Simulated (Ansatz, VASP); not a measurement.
**NaF: VASP beside Ansatz**

```
Na F
1.0
     0.00000    2.28845    2.25360
     2.28845    0.00000    2.25360
     2.28845    2.28845    0.00000
Na F
1 1
Direct
  0.00000 0.00000 0.00000
  0.50000 0.50000 0.50000
```

Change from the starting cell: strain -0.015 along x and y, -0.030 along z, atoms carried along.

Alike in both runs: task single point; functional r2SCAN; k mesh 8 × 8 × 8; occupations gaussian, width 0.05 eV; no spin polarisation.

|  | VASP | Ansatz |
| --- | --- | --- |
| version | VASP 6.6.1 | Ansatz 0.2.0 |
| potentials or method | VASP PAW PBE potentials, release 64 (Na_pv, F), cutoff 520 eV | scalar-relativistic, plane waves, PAW |
| valence electrons in the cell | 14 | 16 |

VASP gave:

| Item | Value |
| --- | --- |
| gap on the k mesh at the Fermi level (eV) | 7.48 |
| least direct gap on the mesh (eV) | 7.48 |
| pressure (GPa) | 0.8 |
| traceless stress, the component that is largest in VASP (GPa) | 1.25 |

Task: Estimate Ansatz's values.

Result: gap on the k mesh at the Fermi level (eV): 7.44; least direct gap on the mesh (eV): 7.44; pressure (GPa): 1.6; traceless stress, the component that is largest in VASP (GPa): 1.17.

VASP's potentials were made for PBE, not for r2SCAN. The functional is the same, so the differences come from potentials, cutoffs and numerics. VASP's potentials hold 14 valence electrons a cell and Ansatz's 16, so a difference there can come from the potentials and not from the codes.
